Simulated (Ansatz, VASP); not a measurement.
# One calculation of Mg, two programs

```
Mg
1.0
     0.00000    3.47092    3.47092
     3.47092    0.00000    3.47092
     3.47092    3.47092    0.00000
Mg
3
Direct
  0.25000 0.25000 0.25000
  0.75000 0.75000 0.75000
  0.50000 0.50000 0.50000
```

Alike in both runs: functional PBE; k mesh 6 × 6 × 6; occupations gaussian, width 0.1 eV; no spin polarisation.

Ansatz relaxed the structure, and its values are those at the end. VASP's run is a single point on that final structure, the one shown.

```csv
,VASP,Ansatz
version,VASP 6.6.1,Ansatz 0.2.0
potentials or method,"VASP PAW PBE potentials, release 64 (Mg), cutoff 600 eV","scalar-relativistic, plane waves, PAW"
valence electrons in the cell,6,30
```

|  | VASP | Ansatz | Ansatz less VASP |
| --- | --- | --- | --- |
| gap on the k mesh at the Fermi level (eV) | none | none | - |
| pressure (GPa) | 0.2 | 0.2 | +0.06 |

A gap of «none» marks a metal or a gap that the smearing closes. VASP's potentials hold 6 valence electrons a cell and Ansatz's 30, so a difference there can come from the potentials and not from the codes.
